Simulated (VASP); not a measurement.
Write the native input for VASP 6.6.1 that does the following.

```
Task                   : single point
Functional             : PBE
Potentials or basis    : VASP PAW PBE potentials, release 64 (In_d, As)
Cutoff                 : 520 eV
k mesh                 : 12 × 12 × 12
Occupations            : gaussian, width 0.1 eV
Spin                   : no spin polarisation
Dipole correction      : no
Further INCAR settings : ALGO = Normal; EDIFF = 1e-06; NBANDS = 16
```

The structure of InAs lies in POSCAR:

```
InAs
1.0
    0.0000000000      2.9688610681      2.9688610681
    2.9688610681      0.0000000000      2.9688610681
    2.9688610681      2.9688610681      0.0000000000
In As
1 1
Direct
    0.7500000000      0.7500000000      0.7500000000
    0.0000000000      0.0000000000      0.0000000000
```

One way to write it, as run:

INCAR

```
SYSTEM = InAs
ALGO = Normal ; EDIFF = 1E-6
ENCUT = 520 ; GGA = PE
ISIF = 2 ; ISMEAR = 0
LASPH = .True. ; LCHARG = .False.
LREAL = .False. ; LWAVE = .False.
NBANDS = 16 ; NELM = 60
PREC = Accurate ; SIGMA = 0.1
```

KPOINTS

```
k-points
0
Gamma
  12 12 12
  0 0 0
```

Potentials or basis: VASP PAW PBE potentials, release 64 (In_d, As).

The run is started by

```console
$ cat potpaw_PBE.64/In_d/POTCAR potpaw_PBE.64/As/POTCAR > POTCAR
$ mpirun -np 1 vasp_std > vasp.out
```

It gave:

| Quantity | Value |
| --- | --- |
| Pressure | 8.1 GPa |
| Band gap on the k mesh | 0.09 eV, direct |

Caveat: spin-orbit coupling is left out, which moves the levels of the heavy elements.

Run time: 16 s on 1 thread of Intel(R) Xeon(R) 6975P-C (Granite Rapids), on a shared host, peak memory 0.21 GiB.
